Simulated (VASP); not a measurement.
Here is a VASP 6.6.1 calculation.

INCAR

```
SYSTEM = CdHg5Se6
PREC = Accurate ; ENCUT = 520
EDIFF = 1E-6 ; ISMEAR = 0
SIGMA = 0.1 ; LREAL = .False.
LASPH = .True. ; NELM = 80
ALGO = Normal ; ISIF = 2
LWAVE = .False. ; LCHARG = .False.
GGA = PE ; NBANDS = 66
```

KPOINTS

```
Automatic mesh
0
Gamma
  4 4 1
  0 0 0
```

Contents of POSCAR:

```
CdHg5Se6
1.0
    4.4223038000      0.0000000000      0.0000000000
    0.0000000000      4.4223038000      0.0000000000
    0.0000000000      0.0000000000     18.7235472000
Cd Hg Se
1 5 6
Direct
    0.0000000000      0.0000000000      0.5000000000
    0.0000000000      0.0000000000      0.8326400000
    0.5000000000      0.5000000000      0.0000000000
    0.0000000000      0.0000000000      0.1673600000
    0.5000000000      0.5000000000      0.3346220000
    0.5000000000      0.5000000000      0.6653780000
    0.5000000000      0.0000000000      0.0836680000
    0.0000000000      0.5000000000      0.2509740000
    0.5000000000      0.0000000000      0.4183950000
    0.0000000000      0.5000000000      0.5816050000
    0.5000000000      0.0000000000      0.7490260000
    0.0000000000      0.5000000000      0.9163320000
```

Potentials or basis: VASP PAW PBE potentials, release 64 (Cd, Hg, Se).

Command:

```console
$ cat potpaw_PBE.64/Cd/POTCAR potpaw_PBE.64/Hg/POTCAR potpaw_PBE.64/Se/POTCAR > POTCAR
$ mpirun -np 1 vasp_std > vasp.out
```

(1) What does it give for the band gap on the k mesh?

(2) What does it give for the pressure?

Answers

(1) zero (filled and empty bands touch).

(2) 0.3 GPa.

Caveat: semilocal functionals underestimate gaps, and a narrow one can read as zero; spin-orbit coupling is left out, which moves the levels of the heavy elements.
